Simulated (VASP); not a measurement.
# AlGa3N4 (Pm) in VASP: a series of runs, part 3 of 3

VASP 6.6.1. The steps go on from the part before.

## Step 4: Single point, PBEsol (strain +0.1500 x Voigt [0, 0, 1, 0, 0, 0])

INCAR

```
SYSTEM = AlGa3N4
PREC = Accurate ; ENCUT = 520
EDIFF = 1E-6 ; ISMEAR = 0
SIGMA = 0.05 ; LREAL = .False.
LASPH = .True. ; NELM = 60
ALGO = Normal ; ISIF = 2
LWAVE = .False. ; LCHARG = .False.
GGA = PS ; NBANDS = 41
```

KPOINTS

```
Automatic mesh
0
Gamma
  6 8 6
  0 0 0
```

POSCAR

```
AlGa3N4
1.0
    5.1423512025      0.0000000000      0.0001397295
    0.0000000000      3.1649848011      0.0000000000
   -0.0035856884      0.0000000000      6.3002682587
Al Ga N
1 3 4
Direct
    0.0006034235      0.5000000000      0.6673576246
    0.4991167026      0.5000000000      0.3349195796
    0.4990273840      0.0000000000      0.8315570006
    0.9998617813      0.0000000000      0.1661805284
    0.1196687536      0.5000000000      0.3400974151
    0.1176459797      0.0000000000      0.8263760593
    0.6204436392      0.0000000000      0.1662162869
    0.6312323461      0.5000000000      0.6672965055
```

Potentials or basis: VASP PAW PBE potentials, release 64 (Al, Ga_d, N).

Launch:

```bash
$ cat potpaw_PBE.64/Al/POTCAR potpaw_PBE.64/Ga_d/POTCAR potpaw_PBE.64/N/POTCAR > POTCAR
$ mpirun -np 1 vasp_std > vasp.out
```

OUTCAR:

```text
SYSTEM = AlGa3N4
   PREC = Accurate
   ENCUT = 520
   EDIFF = 1E-6
   ISMEAR = 0
   LREAL = .False.
   LASPH = .True.
   NELM = 60
   ISIF = 2
   GGA = PS

 ion  position               nearest neighbor table
   1  0.001  0.500  0.667-   8 1.90   6 1.97   6 1.97   5 2.15
   2  0.499  0.500  0.335-   5 1.95   7 2.01   7 2.01   8 2.20
   3  0.499  0.000  0.832-   6 1.96   8 2.01   8 2.01   7 2.20
   4  1.000  0.000  0.166-   7 1.95   5 2.02   5 2.02   6 2.23
   5  0.120  0.500  0.340-   2 1.95   4 2.02   4 2.02   1 2.15
   6  0.118  0.000  0.826-   3 1.96   1 1.97   1 1.97   4 2.23
   7  0.620  0.000  0.166-   4 1.95   2 2.01   2 2.01   3 2.20
   8  0.631  0.500  0.667-   1 1.90   3 2.01   3 2.01   2 2.20

  LATTYP: Found a simple monoclinic cell.
[... 1270 lines left out ...]
  in kB      -69.7917975    -87.8033909   -366.0367362      0.0000000      0.0000000      0.5737546
  external PRESSURE =    -174.5439749 kB  Pullay stress =       0.0000000 kB

 VOLUME and BASIS-vectors are now :
 -----------------------------------------------------------------------------
  energy-cutoff  :      520.00
  volume of cell :      102.54
      direct lattice vectors                 reciprocal lattice vectors
     5.142351203  0.000000000  0.000139730     0.194463572  0.000000000  0.000110676
     0.000000000  3.164984801  0.000000000     0.000000000  0.315957283  0.000000000
    -0.003585688  0.000000000  6.300268259    -0.000004313  0.000000000  0.158723398

 POSITION                                       TOTAL-FORCE (eV/Angst)
 -----------------------------------------------------------------------------------
      0.00071      1.58249      4.20453         0.314535      0.000000      0.038273
      2.56543      1.58249      2.11015         0.315590      0.000000     -0.045387
      2.56319      0.00000      5.23910         0.276859      0.000000     -0.020106
      5.14104      0.00000      1.04712         0.205589      0.000000      0.125221
      0.61416      1.58249      2.14272        -0.302269      0.000000      0.248801
      0.60201      0.00000      5.20641        -0.184766      0.000000      0.070383
      3.18994      0.00000      1.04729        -0.247318      0.000000     -0.215632
      3.24363      1.58249      4.20424        -0.378220      0.000000     -0.201552
 -----------------------------------------------------------------------------------
    total drift:                               -0.000433      0.000000     -0.000342

  FREE ENERGIE OF THE ION-ELECTRON SYSTEM (eV)
  ---------------------------------------------------
  free  energy   TOTEN  =       -53.1916717563 eV

  energy  without entropy=      -53.1916717563  energy(sigma->0) =      -53.19167176
```

OSZICAR:

```text
N       E                     dE             d eps       ncg     rms          rms(c)
DAV:   1     0.617600543902E+03    0.61760E+03   -0.28142E+04  9055   0.246E+03
DAV:   2     0.554479242681E+02   -0.56215E+03   -0.52534E+03  8664   0.629E+02
DAV:   3    -0.522678460255E+02   -0.10772E+03   -0.10422E+03  9592   0.190E+02
DAV:   4    -0.602501363549E+02   -0.79823E+01   -0.79014E+01 11268   0.545E+01
DAV:   5    -0.604488945393E+02   -0.19876E+00   -0.19848E+00  9910   0.865E+00    0.143E+01
DAV:   6    -0.531275371204E+02    0.73214E+01   -0.23754E+01 14369   0.524E+01    0.460E+00
DAV:   7    -0.532868624700E+02   -0.15933E+00   -0.32111E+00  9563   0.107E+01    0.375E+00
DAV:   8    -0.532282853122E+02    0.58577E-01   -0.58191E-01 13602   0.761E+00    0.111E+00
DAV:   9    -0.531903061696E+02    0.37979E-01   -0.15283E-01 12618   0.555E+00    0.518E-01
DAV:  10    -0.531915928892E+02   -0.12867E-02   -0.19295E-02  9702   0.849E-01    0.306E-01
DAV:  11    -0.531917197259E+02   -0.12684E-03   -0.13684E-03 13437   0.443E-01    0.852E-02
DAV:  12    -0.531916630780E+02    0.56648E-04   -0.42815E-04 11139   0.198E-01    0.274E-02
DAV:  13    -0.531916703683E+02   -0.72903E-05   -0.12492E-04 10236   0.113E-01    0.146E-02
DAV:  14    -0.531916717729E+02   -0.14046E-05   -0.17655E-05 12179   0.474E-02    0.969E-03
DAV:  15    -0.531916717563E+02    0.16621E-07   -0.36088E-06  9199   0.316E-02
   1 F= -.53191672E+02 E0= -.53191672E+02  d E =-.239329E-12
```

stdout:

```text
POSCAR found type information on POSCAR AlGaN
 POSCAR found :  3 types and       8 ions
 scaLAPACK will be used
 -----------------------------------------------------------------------------
|                                                                             |
|                                                                             |
|     You enforced a specific xc type in the INCAR file but a different       |
|     I HOPE YOU KNOW WHAT YOU ARE DOING!                                     |
|                                                                             |
 -----------------------------------------------------------------------------

 LDA part: xc-table for (Slater+PW92), standard interpolation
 POSCAR, INCAR and KPOINTS ok, starting setup
 FFT: planning ... GRIDC
 FFT: planning ... GRID_SOFT
 FFT: planning ... GRID
 WAVECAR not read
 entering main loop
```

Run time: 11 min. Hardware: 1 thread of Oxide Virtual Turin-like, shared host; peak memory 0.4 GiB.

What came out:

* Free energy: -53.1917 eV
* Pressure: -17.5 GPa
* Largest force: 0.429 eV/Å
* Band gap on the k mesh: 0.95 eV, direct

Forces in eV/Å, atoms in the order of the input:
```
Al   0.315  0.000  0.038
Ga   0.316  0.000 -0.045
Ga   0.277  0.000 -0.020
Ga   0.206  0.000  0.125
N   -0.302  0.000  0.249
N   -0.185  0.000  0.070
N   -0.247  0.000 -0.216
N   -0.378  0.000 -0.202
```

Stress tensor (GPa, compression positive):
```
 -6.98   0.00   0.06
  0.00  -8.78   0.00
  0.06   0.00 -36.60
```

Caveat: the cell differs from its parent crystal (strain +0.1500 x Voigt [0, 0, 1, 0, 0, 0]); the PAW data sets were made with another functional, which shifts forces and pressure a little.

## Step 5: Single point, PBEsol (strain -0.1500 x Voigt [0, 0, 1, 0, 0, 0])

INCAR

```
SYSTEM = AlGa3N4
  PREC = Accurate
  ENCUT = 520
  EDIFF = 1E-7
  ISMEAR = 0
  SIGMA = 0.05
  LREAL = .FALSE.
  LASPH = .TRUE.
  NELM = 80
  ALGO = Normal
  ISIF = 2
  LWAVE = .FALSE.
  LCHARG = .TRUE.
  GGA = PS
  LELF = .TRUE.
  LVHAR = .TRUE.
  NBANDS = 41
```

KPOINTS

```
Automatic mesh
0
G
  6 8 6
  0 0 0
```

Edit POSCAR of step 4 so:

```diff
@@ -2,5 +2,5 @@
 1.0
-    5.1423512025      0.0000000000      0.0001397295
+    5.1423512025      0.0000000000      0.0001032783
     0.0000000000      3.1649848011      0.0000000000
-   -0.0035856884      0.0000000000      6.3002682587
+   -0.0035856884      0.0000000000      4.6567200173
 Al Ga N
```

Launch:

```bash
$ cat potpaw_PBE.64/Al/POTCAR potpaw_PBE.64/Ga_d/POTCAR potpaw_PBE.64/N/POTCAR > POTCAR
$ mpirun -np 1 vasp_std > vasp.out
```

It took 10 min on 1 thread of Oxide Virtual Turin-like, shared host; peak memory 0.32 GiB.

It converged, with:

* Free energy: -51.1982 eV
* Pressure: 51.1 GPa
* Largest force: 4.784 eV/Å
* Band gap on the k mesh: 2.55 eV, direct

Forces on the atoms (eV/Å):
```
Al  -2.005  0.000  4.049
Ga  -2.158  0.000 -3.765
Ga  -2.123  0.000 -4.203
Ga  -1.948  0.000  3.926
N    2.168  0.000 -4.217
N    1.765  0.000 -4.124
N    2.017  0.000  4.338
N    2.285  0.000  3.996
```

Stress tensor (GPa, compression positive):
```
 15.89   0.00   0.49
  0.00  26.96   0.00
  0.49   0.00 110.46
```

Levels at points of the mesh, in eV from the valence-band top:
```csv
k point,band 29,band 30,band 31,band 32,band 33,band 34
"(0.00, 0.00, 0.00)",-0.84,-0.62,0.00,2.55,3.76,4.69
"(0.50, 0.00, 0.00)",-0.87,-0.76,-0.24,3.53,3.78,5.00
"(0.00, 0.50, 0.00)",-3.09,-2.45,-2.29,4.81,4.88,6.81
"(0.50, 0.50, 0.00)",-2.70,-2.68,-2.67,5.33,5.67,5.74
"(0.00, 0.00, 0.50)",-1.57,-1.51,-1.14,4.29,4.37,5.90
"(0.50, 0.00, 0.50)",-2.50,-2.41,-2.31,4.83,5.00,5.13
"(0.00, 0.50, 0.50)",-2.29,-1.09,-0.89,4.71,5.07,6.61
"(0.50, 0.50, 0.50)",-1.69,-1.65,-1.61,4.06,4.12,4.32
```

Caveat: the cell differs from its parent crystal (strain -0.1500 x Voigt [0, 0, 1, 0, 0, 0]); the PAW data sets were made with another functional, which shifts forces and pressure a little. A k mesh can miss the band edges.

## Step 6: Overview

```csv
cell,gap on the mesh (eV),pressure (GPa),largest force (eV/Å)
"a = 5.142, b = 3.165, c = 5.068 Å, 8 atoms",2.57,18.9,1.47
"a = 5.142, b = 3.165, c = 5.273 Å, 8 atoms",2.51,8.1,0.57
"a = 5.142, b = 3.165, c = 6.300 Å, 8 atoms",0.95,-17.5,0.43
"a = 5.142, b = 3.165, c = 4.657 Å, 8 atoms",2.55,51.1,4.78
```

Alike in all rows: task single point; level PBEsol; potentials or basis VASP PAW PBE potentials, release 64 (Al, Ga_d, N); no spin polarisation; k mesh 6 × 8 × 6; cutoff (eV) 520; smearing gaussian 0.05 eV.

Caveats: the PAW data sets were made with another functional, which shifts forces and pressure a little.

Total energies depend on the potentials used, so only differences within one code and one set of settings carry meaning.
